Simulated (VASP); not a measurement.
A run of VASP 6.6.1 is set up as follows.

The input INCAR:

```
SYSTEM = Si3Ru
PREC = Accurate
ENCUT = 520
EDIFF = 1E-7
ISMEAR = 0
SIGMA = 0.1
LREAL = .FALSE.
LASPH = .TRUE.
NELM = 80
ALGO = Normal
ISIF = 2
LWAVE = .FALSE.
LCHARG = .FALSE.
GGA = PE
NBANDS = 21
```

The input KPOINTS:

```
regular mesh
0
G
  4 4 4
  0 0 0
```

Contents of POSCAR:

```
Si3Ru
1.0
    3.8189930400      0.0000000000      0.0000000000
    0.0000000000      3.8189930400      0.0000000000
    0.0000000000      0.0000000000      3.8189930400
Si Ru
3 1
Direct
    0.0000000000      0.5000000000      0.5000000000
    0.5000000000      0.0000000000      0.5000000000
    0.5000000000      0.5000000000      0.0000000000
    0.0000000000      0.0000000000      0.0000000000
```

Potentials or basis: VASP PAW PBE potentials, release 64 (Si, Ru_pv).

Run with:

```sh
$ cat potpaw_PBE.64/Si/POTCAR potpaw_PBE.64/Ru_pv/POTCAR > POTCAR
$ mpirun -np 1 vasp_std > vasp.out
```

(1) Predict the pressure.

(2) Estimate the band gap on the k mesh.

Results:

(1) -4.0 GPa.

(2) zero (bands 13 and 14 overlap by 0.50 eV).

Caveat: the k points lie up to 0.41 Å⁻¹ apart, too coarse for converged energies and pressures of a metal.
